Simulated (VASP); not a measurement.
A run of VASP 6.6.1:

Contents of INCAR:

```
SYSTEM = RbBr
ALGO = Normal
EDIFF = 1E-6
ENCUT = 520
GGA = CA
ISIF = 2
ISMEAR = -1
LASPH = .True.
LCHARG = .False.
LREAL = .False.
LWAVE = .False.
NBANDS = 15
NELM = 100
PREC = Accurate
SIGMA = 0.05
```

KPOINTS

```
k-points
0
Gamma
  7 7 7
  0 0 0
```

The input POSCAR:

```
RbBr
1.0
    0.0000000000      3.4496960257      3.4496960257
    3.4496960257      0.0000000000      3.4496960257
    3.4496960257      3.4496960257      0.0000000000
Rb Br
1 1
Direct
    0.0000000000      0.0000000000      0.0000000000
    0.5000000000      0.5000000000      0.5000000000
```

Potentials or basis: VASP PAW LDA potentials, release 64 (Rb_sv, Br).

Launch:

```bash
$ cat potpaw_LDA.64/Rb_sv/POTCAR potpaw_LDA.64/Br/POTCAR > POTCAR
$ mpirun -np 1 vasp_std > vasp.out
```

Hardware: 1 thread of Intel Xeon 8259CL, on a shared host.

Task: How long does it take, and how much memory?

Result: It took 32 s on 1 thread of Intel Xeon 8259CL, on a shared host, peak memory 0.18 GiB. Counts: scf iterations 12, k points 20.
